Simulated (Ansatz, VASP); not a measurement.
## BN in VASP and in Ansatz

The input POSCAR:

```
BN
1.0
    0.0000000000      1.7865936589      1.7865936589
    1.7865936589      0.0000000000      1.7865936589
    1.7865936589      1.7865936589      0.0000000000
B N
1 1
Direct
    0.0000000000      0.0000000000      0.0000000000
    0.2500000000      0.2500000000      0.2500000000
```

INCAR.step1

```
SYSTEM = BN
  PREC = Accurate
  ENCUT = 520
  ISMEAR = 0
  SIGMA = 0.01
  LREAL = .False.
  LASPH = .True.
  NELM = 60
  NBANDS = 11
  GGA = PE
  ALGO = Normal
  EDIFF = 1E-4
  LWAVE = .True.
  LCHARG = .False.
```

INCAR.step2

```
SYSTEM = BN
  PREC = Accurate
  ENCUT = 520
  EDIFF = 1E-7
  ISMEAR = 0
  SIGMA = 0.01
  LREAL = .False.
  LASPH = .True.
  NELM = 60
  ALGO = Normal
  ISIF = 2
  LWAVE = .False.
  LCHARG = .True.
  METAGGA = R2SCAN
  LMIXTAU = .True.
  LELF = .True.
  LVHAR = .True.
  NBANDS = 11
  ISTART = 1
```

KPOINTS

```
Automatic mesh
0
Gamma
  10 10 10
  0 0 0
```

Input for Ansatz:

```yaml
crystal:
  lattice:
    - [0.0, 1.7865936589, 1.7865936589]
    - [1.7865936589, 0.0, 1.7865936589]
    - [1.7865936589, 1.7865936589, 0.0]
  atoms:
    - { symbol: B, position: [0.0, 0.0, 0.0] }
    - { symbol: "N", position: [0.25, 0.25, 0.25] }
kpoints:
  mp_grid: { grid: [10, 10, 10] }
hamiltonian:
  xc: r2scan
scf:
  occupations: { method: fixed }
  n_extra_bands: 4
output:
  forces: true
  stress: true
  eigenvalues: true
```

Alike in both runs: task single point; functional r2SCAN; k mesh 10 × 10 × 10; no spin polarisation.

|  | VASP | Ansatz |
| --- | --- | --- |
| version | VASP 6.6.1 | Ansatz 0.2.0 |
| potentials or method | VASP PAW PBE potentials, release 64 (B, N) | plane waves, PAW |
| plane-wave cutoff (eV) | 520 | 500 |
| occupations | gaussian, width 0.01 eV | fixed |
| valence electrons in the cell | 8 | 8 |

|  | VASP | Ansatz | Ansatz less VASP |
| --- | --- | --- | --- |
| gap on the k mesh at the Fermi level (eV) | 5.02 | 5.04 | +0.023 |
| pressure (GPa) | 13.9 | 12.6 | -1.23 |

VASP's potentials were made for PBE, not for r2SCAN.
